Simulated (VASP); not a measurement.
# LaAgS2 (R-3m) in VASP: a series of runs

LaAgS2 is run at these levels: r2SCAN; tasks: single point.

Everything below comes from runs of VASP 6.6.1. Logs are shortened: lines on timing, memory, paths and dates and some standing lists are left out, and cuts for length are marked.

## Step 1: The cell of the first run

Symmetry: R-3m, No. 166, trigonal system. The conventional cell has a = 4.324 Å, b = 4.324 Å, c = 17.396 Å, α = 90.00°, β = 90.00°, γ = 120.00°. Within 3.9 Å of Ag (site symmetry -3m) lie 6 S at 2.87 Å and 6 La at 3.83 Å. Within 3.9 Å of La (site symmetry -3m) lie 6 S at 2.90 Å and 6 Ag at 3.83 Å. S (site symmetry 3m) has 3 Ag at 2.87 Å and 3 La at 2.90 Å and 6 S at 3.78 to 3.87 Å within 3.9 Å.

## Step 2: Single point, r2SCAN (epitaxial xy strain +1.5%)

POSCAR reads:

```
LaAgS2
1.0
    2.1619862690      1.2482233544      5.7985103966
   -2.1619862690      1.2482233544      5.7985103966
    0.0000000000     -2.4964467088      5.7985103966
Ag La S
1 1 2
Direct
    1.0000000000      0.0000000000      0.0000000000
    0.5000000000      0.5000000000      0.5000000000
    0.2516538412      0.2516538412      0.2516538412
    0.7483461588      0.7483461588      0.7483461588
```

INCAR.step1 reads:

```
  ALGO = Normal
  EDIFF = 1E-4
  ENCUT = 520
  GGA = PE
  ISMEAR = 0
  LASPH = True
  LCHARG = False
  LREAL = False
  LWAVE = True
  NBANDS = 25
  NELM = 80
  PREC = Accurate
  SIGMA = 0.01
```

INCAR.step2 reads:

```
  ALGO = Normal
  EDIFF = 1E-6
  ENCUT = 520
  ISIF = 2
  ISMEAR = 0
  ISTART = 1
  LASPH = True
  LCHARG = True
  LELF = True
  LMIXTAU = True
  LREAL = False
  LVHAR = True
  LWAVE = False
  METAGGA = R2SCAN
  NBANDS = 25
  NELM = 80
  PREC = Accurate
  SIGMA = 0.01
```

KPOINTS reads:

```
k-points
0
Gamma
  8 8 8
```

Potentials or basis: VASP PAW PBE potentials, release 64 (Ag, La, S).

Started as:

```sh
$ cat potpaw_PBE.64/Ag/POTCAR potpaw_PBE.64/La/POTCAR potpaw_PBE.64/S/POTCAR > POTCAR
$ cp INCAR.step1 INCAR
$ mpirun -np 1 vasp_std > vasp.out
$ cp INCAR.step2 INCAR
$ mpirun -np 1 vasp_std > vasp.out
```

OUTCAR:

```text
EDIFF = 1E-6
   ENCUT = 520
   ISIF = 2
   ISMEAR = 0
   ISTART = 1
   LASPH = True
   LREAL = False
   METAGGA = R2SCAN
   NELM = 80
   PREC = Accurate

 ion  position               nearest neighbor table
   1  0.000  0.000  0.000-   4 2.87   4 2.87   3 2.87   3 2.87   4 2.87   3 2.87
   2  0.500  0.500  0.500-   3 2.90   3 2.90   4 2.90   4 2.90   3 2.90   4 2.90
   3  0.252  0.252  0.252-   1 2.87   1 2.87   1 2.87   2 2.90   2 2.90   2 2.90
   4  0.748  0.748  0.748-   1 2.87   1 2.87   1 2.87   2 2.90   2 2.90   2 2.90

  LATTYP: Found a trigonal (rhomboedric) cell.
 ALAT       =     6.3130792003
 COS(alpha) =     0.7654403079

  Lattice vectors:

 A1 = (   2.1619862690,   1.2482233544,   5.7985103966)
 A2 = (  -2.1619862690,   1.2482233544,   5.7985103966)
 A3 = (   0.0000000000,  -2.4964467088,   5.7985103966)

Analysis of symmetry for initial positions (statically):
=====================================================================
 Subroutine PRICEL returns:
 Original cell was already a primitive cell.

 Routine SETGRP: Setting up the symmetry group for a
 trigonal (rhombohedral) supercell.

 Subroutine GETGRP returns: Found 12 space group operations
 (whereof 12 operations were pure point group operations)
 out of a pool of 12 trial point group operations.

The static configuration has the point symmetry D_3d.

Analysis of symmetry for dynamics (positions and initial velocities):
=====================================================================
 Subroutine PRICEL returns:
 Original cell was already a primitive cell.

 Routine SETGRP: Setting up the symmetry group for a
 trigonal (rhombohedral) supercell.

 Subroutine GETGRP returns: Found 12 space group operations
 (whereof 12 operations were pure point group operations)
 out of a pool of 12 trial point group operations.

The dynamic configuration has the point symmetry D_3d.

 Subroutine INISYM returns: Found 12 space group operations
 (whereof 12 operations are pure point group operations),
 and found     1 'primitive' translations

----------------------------------------------------------------------------------------

                                     Primitive cell

  volume of cell :      93.8886

  direct lattice vectors                    reciprocal lattice vectors
     2.161986269  1.248223354  5.798510397     0.231268814  0.133523112  0.057486028
[... 89 lines left out ...]
   NELM   =     80;   NELMIN=  2; NELMDL=  0     # of ELM steps
   EDIFF  = 0.1E-05   stopping-criterion for ELM
   LREAL  =      F    real-space projection
   EDIFFG = 0.1E-04   stopping-criterion for IOM
   NSW    =      0    number of steps for IOM
   IBRION =     -1    ionic relax: 0-MD 1-quasi-New 2-CG
   NFREE  =      0    steps in history (QN), initial steepest desc. (CG)
   ISIF   =      2    stress and relaxation
   ISYM   =      2    0-nonsym 1-usesym 2-fastsym
   POTIM  = 0.5000    time-step for ionic-motion
   TEBEG  =    0.0;   TEEND  =   0.0 temperature during run
   PSTRESS=    0.0 pullay stress
   NELECT =      34.0000    total number of electrons
   NUPDOWN=      -1.0000    fix difference up-down
   EMIN   =  10.00;   EMAX   =-10.00  energy-range for DOS
   EFERMI =   0.00;   METHOD = LEGACY
   ISMEAR =     0;   SIGMA  =   0.01  broadening in eV -4-tet -1-fermi 0-gaus
   EFERMI_NEDOS =   21; number of points for ismear=-14 and -15
   IALGO  =     38    algorithm
   IMIX   =      4    mixing-type and parameters
     AMIX     =   0.40;   BMIX     =  1.00
     AMIX_MAG =   1.60;   BMIX_MAG =  1.00
  volume/ion in A,a.u.               =      23.47       158.40
  Fermi-wavevector in a.u.,A,eV,Ry     =   1.166891  2.205104 18.526153  1.361634
  Thomas-Fermi vector in A             =   2.303398
   LORBIT       =      0    0 simple, 1 ext, 2 COOP (PROOUT), +10 PAW based schemes
   METAGGA = R2SCAN    functional components
   LHFCALC =     F    Hartree Fock is set to
   AEXX    =    0.0000 exact exchange contribution
   IVDW    =     0    specifies the selected vdW correction
   LEPSILON=     F    determine dielectric tensor
   LRPA    =     F    only Hartree local field effects (RPA)
 non-spin polarized calculation
 Gauss-broadening in eV      SIGMA  =   0.01
  energy-cutoff  :      520.00
  volume of cell :       93.89
 maximum number of plane-waves:      2546
   NGX = 23   NGY = 23   NGZ = 23

 number of electron      34.0000000 magnetization

 Free energy of the ion-electron system (eV)
  ---------------------------------------------------
  ext. energy  EPLUGINS =         0.00000000
  ---------------------------------------------------
  free energy    TOTEN  =       -73.33830717 eV

  energy without entropy =      -73.33830717  energy(sigma->0) =      -73.33830717

 E-fermi :   5.6163     XC(G=0): -10.5222

 val. band max:        5.5333901568   @ k =   0.2500   0.2500   0.0000
 cond. band min:       8.1413084835   @ k =   0.3750   0.3750   0.1250
 fundamental gap:      2.6079183267
 Fermi energy:         5.6163495481

 k-point     1 :       0.0000    0.0000    0.0000
  band No.  band energies     occupation
      1     -27.2331      2.00000
      2     -10.8729      2.00000
      3     -10.3950      2.00000
      4     -10.3950      2.00000
      5      -6.9274      2.00000
      6      -5.5662      2.00000
[... 661 lines left out ...]
     24       9.3755      0.00000
     25       9.4692      0.00000

 [... further k-points ...]

------------------------ aborting loop because EDIFF is reached ----------------------------------------

  FORCE on cell =-STRESS in cart. coord.  units (eV):
  Direction    XX          YY          ZZ          XY          YZ          ZX
  --------------------------------------------------------------------------------------
  -------------------------------------------------------------------------------------
  Total       -1.0465976     -1.0465976     -0.0786787      0.0000000      0.0000000      0.0000000
  in kB      -17.8598329    -17.8598329     -1.3426261      0.0000000      0.0000000      0.0000000
  external PRESSURE =     -12.3540973 kB  Pullay stress =       0.0000000 kB

 VOLUME and BASIS-vectors are now :
 -----------------------------------------------------------------------------
  energy-cutoff  :      520.00
  volume of cell :       93.89
      direct lattice vectors                 reciprocal lattice vectors
     2.161986269  1.248223354  5.798510397     0.231268814  0.133523112  0.057486028
    -2.161986269  1.248223354  5.798510397    -0.231268814  0.133523112  0.057486028
     0.000000000 -2.496446709  5.798510397     0.000000000 -0.267046224  0.057486028

 POSITION                                       TOTAL-FORCE (eV/Angst)
 -----------------------------------------------------------------------------------
      0.00000      0.00000      0.00000         0.000000      0.000000     -0.000000
      0.00000      0.00000      8.69777         0.000000      0.000000     -0.000000
      0.00000      0.00000      4.37765         0.000000     -0.000000     -0.007064
      0.00000      0.00000     13.01788         0.000000      0.000000      0.007064
 -----------------------------------------------------------------------------------
    total drift:                                0.000000      0.000000     -0.000000

  FREE ENERGIE OF THE ION-ELECTRON SYSTEM (eV)
  ---------------------------------------------------
  free  energy   TOTEN  =       -73.3383071678 eV

  energy  without entropy=      -73.3383071678  energy(sigma->0) =      -73.33830717
```

OSZICAR.step1:

```text
N       E                     dE             d eps       ncg     rms          rms(c)
DAV:   1     0.288897863789E+03    0.28890E+03   -0.13780E+04  3330   0.176E+03
DAV:   2     0.295392458108E+02   -0.25936E+03   -0.23179E+03  3771   0.302E+02
DAV:   3    -0.187640570140E+02   -0.48303E+02   -0.44464E+02  4827   0.130E+02
DAV:   4    -0.223045326184E+02   -0.35405E+01   -0.35039E+01  5388   0.362E+01
DAV:   5    -0.224343420520E+02   -0.12981E+00   -0.12959E+00  5082   0.555E+00    0.808E+00
DAV:   6    -0.211578346830E+02    0.12765E+01   -0.63024E+00  4882   0.202E+01    0.637E+00
DAV:   7    -0.211642279035E+02   -0.63932E-02   -0.12130E+00  4004   0.701E+00    0.409E+00
DAV:   8    -0.211760518551E+02   -0.11824E-01   -0.11596E-01  5546   0.231E+00    0.135E+00
DAV:   9    -0.211806827197E+02   -0.46309E-02   -0.12152E-02  5548   0.821E-01    0.274E-01
DAV:  10    -0.211811563772E+02   -0.47366E-03   -0.16826E-03  5365   0.329E-01    0.161E-01
DAV:  11    -0.211813109978E+02   -0.15462E-03   -0.20986E-04  3706   0.111E-01    0.443E-02
DAV:  12    -0.211813521840E+02   -0.41186E-04   -0.59433E-05  3149   0.903E-02
   1 F= -.21181352E+02 E0= -.21181352E+02  d E =-.728026E-67
```

It took 14 min on 1 thread of AMD EPYC 9R45 (Zen 5), shared host; peak memory 0.46 GiB.

Results:

| Quantity | Value |
| --- | --- |
| Free energy | -73.3383 eV |
| Pressure | -1.2 GPa |
| Largest force | 0.007 eV/Å |
| Band gap on the k mesh | 2.61 eV |

Forces in eV/Å, atoms in the order of the input:
```
Ag   0.000  0.000  0.000
La   0.000  0.000  0.000
S    0.000  0.000 -0.007
S    0.000  0.000  0.007
```

Caveat: the cell differs from its parent crystal (epitaxial xy strain +1.5%); the PAW data sets were made with another functional, which shifts forces and pressure a little; spin-orbit coupling is left out, which moves the levels of the heavy elements.

(Continued in part 2 of 2.)
